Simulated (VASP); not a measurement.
Crystal: Si2Ni (fluorite type).

```
CELL_PARAMETERS angstrom
0.00000 2.65868 2.65868
2.65868 0.00000 2.65868
2.65868 2.65868 0.00000
ATOMIC_POSITIONS crystal
Ni 0.00000 0.00000 0.00000
Si 0.25000 0.25000 0.25000
Si 0.75000 0.75000 0.75000
```

```yaml
Program: VASP 6.6.1
Task: relaxation of cell and atoms
Functional: PBEsol
Potentials_or_basis: VASP PAW PBE potentials, release 64 (Ni, Si)
Cutoff: 600 eV
k_mesh: 11 × 11 × 11
Occupations: fermi-dirac, width 0.05 eV
Spin: no spin polarisation
```

At the start: pressure 7.1 GPa; volume 12.53 Å³/atom.

Task: How do energy, volume and symmetry change on relaxing?

Result: Over 3 steps the energy falls by 11.5 meV/atom and the volume is 13.06 Å³/atom (+4.3 %); space group Fm-3m (No. 225, to 0.05 Å).

Step by step:
| step | energy change (eV) | largest force (eV/Å) | pressure (GPa) | volume (Å³) |
| --- | --- | --- | --- | --- |
| 1 | 0.0000 | 0.0000 | 7.11 | 37.59 |
| 2 | -0.0064 | 0.0000 | -5.75 | 40.69 |
| 3 | -0.0344 | 0.0000 | 0.00 | 39.19 |

Final structure:
```yaml
crystal:
  lattice:
    - [0.00000, 2.69588, 2.69588]
    - [2.69588, 0.00000, 2.69588]
    - [2.69588, 2.69588, 0.00000]
  atoms:
    - { symbol: Ni, position: [0.00000, 0.00000, 0.00000] }
    - { symbol: Si, position: [0.25000, 0.25000, 0.25000] }
    - { symbol: Si, position: [0.75000, 0.75000, 0.75000] }
```

Caveat: the PAW data sets were made with another functional, which shifts forces and pressure a little.
